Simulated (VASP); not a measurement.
Here is a VASP 6.6.1 calculation.

The input INCAR:

```
SYSTEM = Zn7O8
PREC = Accurate ; ENCUT = 520
EDIFF = 1E-6 ; ISMEAR = -1
SIGMA = 0.05 ; LREAL = Auto
LASPH = .True. ; NELM = 80
ALGO = Normal ; ISIF = 2
LWAVE = .False. ; LCHARG = .False.
GGA = PS ; IBRION = 2
NSW = 80 ; EDIFFG = -0.03
```

The input KPOINTS:

```
regular mesh
0
Gamma
  2 2 2
  0 0 0
```

The input POSCAR:

```
Zn7O8
1.0
   -3.2373510000     -5.6072560000      0.0000000000
    4.8560270000     -2.8036280000      0.0000000000
    0.0000000000      0.0000000000      5.2220610000
Zn O
7 8
Direct
    0.5000000800      0.6666666500      0.5005917300
    0.5000000500      0.3333333300      0.0005917000
    0.2500000300      0.1666666700      0.5005917300
    0.2500000700      0.8333333000      0.0005917000
    0.0000000400      0.6666666400      0.5005917300
   -0.2500000000      0.1666666500     -0.4994083300
    0.7500001000      0.8333333100      0.0005917000
    0.5000000800      0.6666666500      0.8797183500
    0.5000000500      0.3333333300      0.3797183200
    0.2500000300      0.1666666700      0.8797183500
    0.2500000700      0.8333333000      0.3797183200
    0.0000000400      0.6666666400      0.8797183500
    0.0000000200      0.3333333100      0.3797183200
    0.7500000600      0.1666666900      0.8797183500
    0.7500001000      0.8333333100      0.3797183200
```

Potentials or basis: VASP PAW PBE potentials, release 64 (Zn, O).

Command:

```bash
$ cat potpaw_PBE.64/Zn/POTCAR potpaw_PBE.64/O/POTCAR > POTCAR
$ mpirun -np 1 vasp_std > vasp.out
```

Estimate the energy gained by relaxing.

27.4 meV/atom.

What does it give for the band gap on the k mesh?

Zero (bands 66 and 67 overlap by 0.41 eV).

Stress tensor (GPa, compression positive):
```
-1.00 -0.14  0.01
-0.14 -1.16 -0.01
 0.01 -0.01 -0.51
```

Caveat: the k points lie up to 0.60 Å⁻¹ apart; the PAW data sets were made with another functional, which shifts forces and pressure a little.
